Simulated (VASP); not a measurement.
A run of VASP 6.6.1 is set up as follows.

INCAR

```
PREC     = Accurate       # precision mode
ENCUT    = 520            # plane-wave cutoff, eV
EDIFF    = 1E-7           # SCF threshold, eV
ISMEAR   = -1             # smearing method
SIGMA    = 0.1            # smearing width, eV
LREAL    = False          # projectors in reciprocal space
LASPH    = True           # aspherical terms in the spheres
NELM     = 150            # most SCF steps
ALGO     = Normal         # electronic algorithm
ISIF     = 2              # what is computed and relaxed
LWAVE    = False          # write WAVECAR
LCHARG   = False          # write CHGCAR
ISPIN    = 2              # spin polarisation
MAGMOM   = 2.5 0          # initial moments
LORBIT   = 11             # projections on sites
LMAXMIX  = 4              # l up to which the mixer works
NBANDS   = 16             # bands
```

KPOINTS

```
Automatic mesh
0
Gamma
  10 10 10
```

File POSCAR:

```
CoH
1.0
    2.2921324754      0.0000000000      0.0000000000
    0.0000000000      2.2921324754      0.0000000000
    0.0000000000      0.0000000000      2.2921324754
Co H
1 1
Direct
    0.0000000000      0.0000000000      0.0000000000
    0.5000000000      0.5000000000      0.5000000000
```

Potentials or basis: VASP PAW LDA potentials, release 64 (Co, H).

Launch:

```sh
$ cat potpaw_LDA.64/Co/POTCAR potpaw_LDA.64/H/POTCAR > POTCAR
$ mpirun -np 1 vasp_std > vasp.out
```

Task: What does it give for the net moment?

Result: 0.88 μB per cell.

Task: Estimate the site moments.

Result: Co +0.87; H -0.01 μB.

Task: What does it give for the pressure?

Result: 14.1 GPa.
